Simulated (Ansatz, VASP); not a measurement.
## Two plane-wave programs on AgRh

```
CELL_PARAMETERS angstrom
2.86725 0.00000 0.00000
-1.43362 2.48311 0.00000
0.00000 0.00000 4.96382
ATOMIC_POSITIONS crystal
Ag 0.00000 0.00000 0.50000
Rh 0.66667 0.33333 0.00000
```

Change from the starting cell: volume scaled by 1.1, no spin polarisation, PAW files.

Alike in both runs: task single point; functional PBE; k mesh 14 × 14 × 7; occupations fermi-dirac, width 0.05 eV; no spin polarisation.

|  | VASP | Ansatz |
| --- | --- | --- |
| version | VASP 6.6.1 | Ansatz 0.2.0 |
| potentials or method | VASP PAW PBE potentials, release 64 (Ag, Rh_pv) | PAW with Ansatz's default frozen-core files, scalar-relativistic |
| plane-wave cutoff (eV) | 520 | 420 |
| valence electrons in the cell | 26 | 36 |

|  | VASP | Ansatz | Ansatz less VASP |
| --- | --- | --- | --- |
| pressure (GPa) | -12.9 | -12.9 | +0.06 |
| traceless stress, the component that is largest in VASP (GPa) | 0.80 | 0.78 | -0.021 |

The functional is the same, so the differences come from potentials, cutoffs and numerics. VASP's potentials hold 26 valence electrons a cell and Ansatz's 36, so a difference there can come from the potentials and not from the codes.
